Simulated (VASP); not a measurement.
Crystal: BaF2.

```
CELL_PARAMETERS angstrom
0.00000 3.05138 3.05138
3.05138 0.00000 3.05138
3.05138 3.05138 0.00000
ATOMIC_POSITIONS crystal
Ba 0.00000 0.00000 0.00000
F 0.75000 0.75000 0.75000
F 0.25000 0.25000 0.25000
```

| Property | Result |
| --- | --- |
| Program | VASP 6.6.1 |
| Task | relaxation of cell and atoms |
| Functional | PBE |
| Potentials or basis | VASP PAW PBE potentials, release 64 (Ba_sv, F) |
| Cutoff | 600 eV |
| k mesh | 6 × 6 × 6 |
| Occupations | fermi-dirac, width 0.02 eV |
| Spin | no spin polarisation |

At the start: pressure 5.7 GPa; volume 18.94 Å³/atom.

Q: Where does the relaxation end?

A: Over 3 steps the energy falls by 28.3 meV/atom and the volume is 20.66 Å³/atom (+9.1 %); space group Fm-3m (No. 225, to 0.1 Å) before and after.

The path:
| step | energy change (eV) | largest force (eV/Å) | pressure (GPa) | volume (Å³) |
| --- | --- | --- | --- | --- |
| 1 | 0.0000 | 0.0000 | 5.71 | 56.82 |
| 2 | -0.0840 | 0.0000 | -0.46 | 62.56 |
| 3 | -0.0848 | 0.0000 | 0.01 | 61.99 |

Final structure:
```cif
data_structure
_symmetry_space_group_name_H-M 'P 1'
_symmetry_Int_Tables_number 1
_cell_length_a 4.4422
_cell_length_b 4.4422
_cell_length_c 4.4422
_cell_angle_alpha 60.000
_cell_angle_beta 60.000
_cell_angle_gamma 60.000
_cell_volume 61.99
loop_
_atom_site_label
_atom_site_type_symbol
_atom_site_fract_x
_atom_site_fract_y
_atom_site_fract_z
_atom_site_occupancy
Ba1 Ba 0.00000 0.00000 0.00000 1
F1 F 0.75000 0.75000 0.75000 1
F2 F 0.25000 0.25000 0.25000 1
```
